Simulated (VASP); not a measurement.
Hf7S4: single point with LDA

Crystal: Hf7S4.

```
Hf S
1.0
     6.74855    0.00000    0.00000
    -1.68714    2.92221    0.00000
     0.00000    0.00000   11.71741
Hf S
7 4
Direct
  0.33333 0.33333 0.89981
  0.33333 0.33333 0.60019
  0.16667 0.66667 0.10019
  0.83333 0.33333 0.89981
  0.66667 0.66667 0.39981
  0.83333 0.33333 0.60019
  0.66667 0.66667 0.10019
  0.00000 0.00000 0.75000
  0.00000 0.00000 0.25000
  0.50000 0.00000 0.75000
  0.50000 0.00000 0.25000
```

- Program: VASP 6.6.1
- Task: single point
- Functional: LDA
- Potentials or basis: VASP PAW LDA potentials, release 64 (Hf_pv, S)
- Cutoff: 500 eV
- k mesh: 6 × 11 × 3
- Occupations: gaussian, width 0.05 eV
- Spin: no spin polarisation
- Dipole correction: no
- Further INCAR settings: ALGO = Normal; EDIFF = 1e-06; NBANDS = 58

```
Pressure               : -7.8 GPa
Largest force          : 1.511 eV/Å
Band gap on the k mesh : zero (bands 47 and 48 overlap by 0.39 eV)
```

Forces on the atoms (eV/Å):
```
Hf  -0.044 -0.025 -0.265
Hf  -0.475 -0.274  0.819
Hf  -0.394 -0.227  1.126
Hf   0.027  0.015 -0.265
Hf   0.851  0.492 -1.148
Hf  -0.040 -0.023  0.435
Hf   0.389  0.224  0.579
S    0.127  0.073 -0.096
S   -0.306 -0.177 -0.746
S   -0.084 -0.048 -0.256
S   -0.051 -0.029 -0.182
```

Stress tensor (GPa, compression positive):
```
-7.62  0.32 -0.26
 0.32 -7.99 -0.15
-0.26 -0.15 -7.82
```

Levels at points of the mesh, in eV from the Fermi level:
| k point | band 43 | band 44 | band 45 | band 46 | band 47 | band 48 | band 49 | band 50 | band 51 | band 52 |
| --- | --- | --- | --- | --- | --- | --- | --- | --- | --- | --- |
| (0.00, 0.00, 0.00) | -0.98 | -0.62 | -0.37 | -0.17 | 0.03 | 0.42 | 0.67 | 0.74 | 1.00 | 1.04 |
| (0.50, 0.00, 0.00) | -1.26 | -0.75 | -0.60 | -0.23 | -0.19 | 0.22 | 0.46 | 0.74 | 1.20 | 1.34 |

It took 16 min on 4 MPI ranks on Intel(R) Xeon(R) Platinum 8259CL CPU @ 2.50GHz (Skylake/Cascade Lake), with other jobs on the host, peak memory 0.9 GiB a rank.

Caveat: the cell stands under tension; spin-orbit coupling is left out, which moves the levels of the heavy elements; forces of over 1 eV/Å act on the atoms, so gaps and moduli don't describe the material at rest.
